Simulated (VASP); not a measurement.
# Te2Pt (Moncheite) (P-3m1) in VASP: notebook, part 2 of 2

VASP 6.6.1. The steps go on from the part before.

## 3. Relaxation of shape and atoms at fixed volume, PBE+D3(BJ)

This run uses another cell than the first one, of the same volume but with other edges.

INCAR

```
PREC = Accurate ; ENCUT = 500
EDIFF = 1E-7 ; ISMEAR = 0
SIGMA = 0.05 ; LREAL = F
LASPH = T ; NELM = 120
ALGO = Normal ; ISIF = 4
LWAVE = F ; LCHARG = F
GGA = PE ; IVDW = 12
IBRION = 2 ; NSW = 60
EDIFFG = -0.01 ; GGA_COMPAT = F
NELMIN = 4
```

KPOINTS

```
regular mesh
0
Gamma
  10 10 8
```

POSCAR

```
Te2Pt
1.0
    4.0100000000      0.0000000000      0.0000000000
   -2.0050000000      3.4727618692      0.0000000000
    0.0000000000      0.0000000000      5.2010000000
Te Pt
2 1
Direct
    0.3333333333      0.6666666667      0.2500000000
    0.6666666667      0.3333333333      0.7500000000
    0.0000000000      0.0000000000      0.0000000000
```

Potentials or basis: VASP PAW PBE potentials, release 64 (Te, Pt).

The run is started by

```sh
> cat potpaw_PBE.64/Te/POTCAR potpaw_PBE.64/Pt/POTCAR > POTCAR
> mpirun -np 1 vasp_std > vasp.out
```

OUTCAR:

```text
PREC = Accurate
   ENCUT = 500
   EDIFF = 1E-7
   ISMEAR = 0
   LREAL = F
   LASPH = T
   NELM = 120
   ISIF = 4
   GGA = PE
   IVDW = 12
   IBRION = 2
   NSW = 60
   EDIFFG = -0.01
   NELMIN = 4
 IVDW          = 12

 ion  position               nearest neighbor table
   1  0.333  0.667  0.250-   3 2.66   3 2.66   3 2.66   2 3.48   2 3.48   2 3.48   2 3.48   2 3.48
                             2 3.48
   2  0.667  0.333  0.750-   3 2.66   3 2.66   3 2.66   1 3.48   1 3.48   1 3.48   1 3.48   1 3.48
                             1 3.48
   3  0.000  0.000  0.000-   1 2.66   2 2.66   2 2.66   1 2.66   2 2.66   1 2.66

  LATTYP: Found a hexagonal cell.
 ALAT       =     4.0100000000
 C/A-ratio  =     1.2970074813

  Lattice vectors:

 A1 = (   4.0100000000,   0.0000000000,   0.0000000000)
 A2 = (  -2.0050000000,   3.4727618692,   0.0000000000)
 A3 = (   0.0000000000,   0.0000000000,   5.2010000000)

Analysis of symmetry for initial positions (statically):
=====================================================================
 Subroutine PRICEL returns:
 Original cell was already a primitive cell.

 Routine SETGRP: Setting up the symmetry group for a
 hexagonal supercell.

 Subroutine GETGRP returns: Found 12 space group operations
 (whereof 12 operations were pure point group operations)
 out of a pool of 24 trial point group operations.

The static configuration has the point symmetry D_3d.

Analysis of symmetry for dynamics (positions and initial velocities):
=====================================================================
 Subroutine PRICEL returns:
 Original cell was already a primitive cell.

 Routine SETGRP: Setting up the symmetry group for a
 hexagonal supercell.

 Subroutine GETGRP returns: Found 12 space group operations
 (whereof 12 operations were pure point group operations)
 out of a pool of 24 trial point group operations.

The dynamic configuration has the point symmetry D_3d.

 Subroutine INISYM returns: Found 12 space group operations
 (whereof 12 operations are pure point group operations),
 and found     1 'primitive' translations

----------------------------------------------------------------------------------------

                                     Primitive cell

  volume of cell :      72.4280

[... 111 lines left out ...]
  volume/ion in A,a.u.               =      24.14       162.92
  Fermi-wavevector in a.u.,A,eV,Ry     =   1.100475  2.079597 16.477281  1.211046
  Thomas-Fermi vector in A             =   2.236887
   LORBIT       =      0    0 simple, 1 ext, 2 COOP (PROOUT), +10 PAW based schemes
   GGA     = PE    functional components
   LHFCALC =     F    Hartree Fock is set to
   AEXX    =    0.0000 exact exchange contribution
   IVDW    =    12    specifies the selected vdW correction
   LEPSILON=     F    determine dielectric tensor
   LRPA    =     F    only Hartree local field effects (RPA)
 conjugate gradient relaxation of ions
 non-spin polarized calculation
 Gauss-broadening in eV      SIGMA  =   0.05
  energy-cutoff  :      500.00
  volume of cell :       72.43
 maximum number of plane-waves:      1890
 NGX is ok and might be reduce to    30

--------------------------------------- Ionic step        1  -------------------------------------------

 number of electron      21.9999997 magnetization

 Free energy of the ion-electron system (eV)
  ---------------------------------------------------
  ext. energy  EPLUGINS =         0.00000000
  ---------------------------------------------------
  free energy    TOTEN  =       -13.42545921 eV

  energy without entropy =      -13.42351123  energy(sigma->0) =      -13.42448522

------------------------ aborting loop because EDIFF is reached ----------------------------------------

 Edisp (eV)   -1.69327

 E8    (eV) :    -0.7764
[... 196 lines left out ...]
--------------------------------------- Ionic step        6  -------------------------------------------

 number of electron      21.9999996 magnetization

 Free energy of the ion-electron system (eV)
  ---------------------------------------------------
  ext. energy  EPLUGINS =         0.00000000
  ---------------------------------------------------
  free energy    TOTEN  =       -13.51447097 eV

  energy without entropy =      -13.51178522  energy(sigma->0) =      -13.51312809

 E-fermi :   8.8301     XC(G=0): -10.6194

 val. band max:        8.8204642296   @ k =   0.3000   0.3000   0.0000
 cond. band min:       8.8512219135   @ k =  -0.1000   0.4000   0.2500
 fundamental gap:      0.0307576838
 Fermi energy:         8.8300948297

 k-point     1 :       0.0000    0.0000    0.0000
  band No.  band energies     occupation
      1      -5.2380      2.00000
      2      -1.6254      2.00000
      3       2.1059      2.00000
      4       3.1907      2.00000
      5       3.1907      2.00000
      6       5.1537      2.00000
      7       5.1537      2.00000
      8       6.2052      2.00000
      9       8.3675      2.00000
     10       8.3675      2.00000
     11       9.6400      0.00000
     12       9.6400      0.00000
     13      10.4651      0.00000
     14      11.4494      0.00000
[... 401 lines left out ...]
      2      -2.8564      2.00000
      3       2.1451      2.00000
      4       3.7956      2.00000
      5       3.8390      2.00000
      6       5.1747      2.00000
      7       5.3494      2.00000
      8       5.3988      2.00000
      9       5.5218      2.00000
     10       5.5300      2.00000
     11       6.4114      2.00000
     12       9.3452      0.00000
     13      11.0635      0.00000
     14      12.7313      0.00000
     15      13.2616      0.00000

 [... further k-points ...]

------------------------ aborting loop because EDIFF is reached ----------------------------------------

 Edisp (eV)   -1.69803

 E8    (eV) :    -0.7794
[... 26 lines left out ...]
  FREE ENERGIE OF THE ION-ELECTRON SYSTEM (eV)
  ---------------------------------------------------
  free  energy   TOTEN  =       -15.2124992066 eV

  energy  without entropy=      -15.2098134583  energy(sigma->0) =      -15.21115633

 reached required accuracy - stopping structural energy minimisation
```

CONTCAR:

```text
Te2Pt
   1.00000000000000
     4.0518214611517740    0.0000000000000000   -0.0000000000000000
    -2.0259107305758870    3.5089803169846348    0.0000000000000000
    -0.0000000000000000   -0.0000000000000001    5.0941883482879682
  Te              Pt
     2     1
Direct
     0.3333333332999970    0.6666666667000030    0.2664740808443833
     0.6666666667000030    0.3333333332999970    0.7335259191556168
     0.0000000000000000    0.0000000000000000    0.0000000000000000

  0.00000000E+00  0.00000000E+00  0.00000000E+00
  0.00000000E+00  0.00000000E+00  0.00000000E+00
  0.00000000E+00  0.00000000E+00  0.00000000E+00
```

Run time: 6 min. Hardware: 1 thread of Intel Xeon 6975P-C (Granite Rapids), shared host; peak memory 0.27 GiB.

What came out:

```
Free energy                : -15.2125 eV
Energy gained by relaxing  : 31.3 meV/atom
Ionic steps                : 6
Pressure after relaxing    : 0.0 GPa
Band gap on the k mesh     : zero (band 11 reaches 9.88 eV, above the bottom of band 12 at 8.66 eV)
Dispersion energy per atom : -0.566 eV
```

The path:
| step | energy change (eV) | largest force (eV/Å) | pressure (GPa) | volume (Å³) |
| --- | --- | --- | --- | --- |
| 1 | 0.0000 | 1.0314 | 4.63 | 72.43 |
| 2 | -0.0761 | 0.4181 | 1.87 | 72.43 |
| 3 | -0.0925 | 0.0530 | 0.02 | 72.43 |
| 4 | -0.0926 | 0.0246 | 0.13 | 72.43 |
| 5 | -0.0935 | 0.0126 | 0.04 | 72.43 |
| 6 | -0.0938 | 0.0017 | -0.04 | 72.43 |

Final structure:
```
Te Pt
1.0
     4.05182    0.00000    0.00000
    -2.02591    3.50898    0.00000
     0.00000    0.00000    5.09419
Te Pt
2 1
Direct
  0.33333 0.66667 0.26647
  0.66667 0.33333 0.73353
  0.00000 0.00000 0.00000
```

Levels at points of the mesh, in eV from the Fermi level:
```
           k point  band 8  band 9  band 10  band 11  band 12  band 13  band 14  band 15
(0.00, 0.00, 0.00)   -2.62   -0.46    -0.46     0.81     0.81     1.64     2.62     4.22
(0.50, 0.00, 0.00)   -3.38   -3.33    -3.22    -2.84     0.11     2.69     3.99     5.48
(0.00, 0.00, 0.50)   -2.24   -1.34    -1.31    -1.31     2.27     2.27     4.25     4.97
(0.50, 0.00, 0.50)   -3.33   -3.17    -2.24    -0.64     0.26     1.39     4.46     4.54
```

Caveat: spin-orbit coupling is left out, which moves the levels of the heavy elements; pairwise dispersion overbinds metals, which lowers pressure and volume.
